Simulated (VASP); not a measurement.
Set up this calculation in VASP 6.6.1, as the native input.

```
Task                    : density of states
Functional              : PBEsol
Potentials or basis     : VASP PAW PBE potentials, release 64 (V_sv, N)
Cutoff                  : 520 eV
k mesh                  : 17 × 17 × 17
Occupations             : fermi-dirac, width 0.1 eV
Spin                    : no spin polarisation
Dipole correction       : no
k mesh for the DOS      : 26 × 26 × 26
Occupations for the DOS : tetrahedron
Further INCAR settings  : ALGO = Normal; EDIFF = 1e-06
```

VN (rocksalt type):

```
V N
1.0
     0.00000    2.03721    2.03721
     2.03721    0.00000    2.03721
     2.03721    2.03721    0.00000
V N
1 1
Direct
  0.00000 0.00000 0.00000
  0.50000 0.50000 0.50000
```

These files were run (other wordings do the same):

POSCAR

```
VN
1.0
    0.0000000000      2.0372070951      2.0372070951
    2.0372070951      0.0000000000      2.0372070951
    2.0372070951      2.0372070951      0.0000000000
V N
1 1
Direct
    0.0000000000      0.0000000000      0.0000000000
    0.5000000000      0.5000000000      0.5000000000
```

INCAR.step1

```
SYSTEM = VN
PREC     = Accurate       ! precision mode
ENCUT    = 520            ! plane-wave cutoff, eV
EDIFF    = 1E-6           ! SCF threshold, eV
ISMEAR   = -1             ! smearing method
SIGMA    = 0.1            ! smearing width, eV
LREAL    = .FALSE.        ! projectors in reciprocal space
LASPH    = .TRUE.         ! aspherical terms in the spheres
NELM     = 120            ! most SCF steps
ALGO     = Normal         ! electronic algorithm
ISIF     = 2              ! what is computed and relaxed
LWAVE    = .FALSE.        ! write WAVECAR
LCHARG   = .TRUE.         ! write CHGCAR
LMAXMIX  = 4              ! l up to which the mixer works
GGA      = PS             ! functional
NBANDS   = 16             ! bands
GGA_COMPAT= .FALSE.      
NEDOS    = 2001           ! points of the DOS
LORBIT   = 11             ! projections on sites
```

KPOINTS.step1

```
regular mesh
0
G
  17 17 17
  0 0 0
```

INCAR.step2

```
SYSTEM = VN
PREC     = Accurate       ! precision mode
ENCUT    = 520            ! plane-wave cutoff, eV
EDIFF    = 1E-6           ! SCF threshold, eV
ISMEAR   = -5             ! smearing method
SIGMA    = 0.1            ! smearing width, eV
LREAL    = .FALSE.        ! projectors in reciprocal space
LASPH    = .TRUE.         ! aspherical terms in the spheres
NELM     = 120            ! most SCF steps
ALGO     = Normal         ! electronic algorithm
ISIF     = 2              ! what is computed and relaxed
LWAVE    = .FALSE.        ! write WAVECAR
LCHARG   = .FALSE.        ! write CHGCAR
LMAXMIX  = 4              ! l up to which the mixer works
GGA      = PS             ! functional
LORBIT   = 11             ! projections on sites
NEDOS    = 2001           ! points of the DOS
ICHARG   = 11             ! starting density
GGA_COMPAT= .FALSE.
```

KPOINTS.step2

```
regular mesh
0
G
  26 26 26
  0 0 0
```

Potentials or basis: VASP PAW PBE potentials, release 64 (V_sv, N).

Launch:

```sh
$ cat potpaw_PBE.64/V_sv/POTCAR potpaw_PBE.64/N/POTCAR > POTCAR
$ cp INCAR.step1 INCAR
$ cp KPOINTS.step1 KPOINTS
$ mpirun -np 1 vasp_std > vasp.out
$ cp INCAR.step2 INCAR
$ cp KPOINTS.step2 KPOINTS
$ mpirun -np 1 vasp_std > vasp.out
```

It gave:

```json
{
 "Valence electrons inside the program's atomic spheres": "V 11.76; N 3.76"
}
```

Caveat: the bands computed are all filled at some k points, so no gap is given; the run has no spin polarisation, though such a crystal can be magnetic.

It took 67 s on 1 thread of Intel(R) Xeon(R) Platinum 8259CL CPU @ 2.50GHz (Skylake/Cascade Lake) (shared host), peak memory 0.24 GiB.
